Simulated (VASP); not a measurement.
LiH:

```
Li H
1.0
     0.00000    2.00355    2.00355
     2.00355    0.00000    2.00355
     2.00355    2.00355    0.00000
Li H
1 1
Direct
  0.00000 0.00000 0.00000
  0.50000 0.50000 0.50000
```

Base run:

```yaml
Program: VASP 6.6.1
Functional: r2SCAN
Potentials_or_basis: VASP PAW PBE potentials, release 64 (Li_sv, H)
Cutoff: 520 eV
k_mesh: 10 × 10 × 10
Occupations: gaussian, width 0.01 eV
Spin: no spin polarisation
```

Its results: band gap on the k mesh 3.58 eV, direct.

Q: The run is repeated on the same cell with these changes: functional from r2SCAN to PBE; k mesh from 10 × 10 × 10 to 6 × 6 × 6. What comes out?

A: Band gap on the k mesh 2.98 eV, direct.

Several settings changed at once, so the effect can't be laid on one alone.

Caveats: some runs use coarse meshes.

A k mesh can miss the band edges.
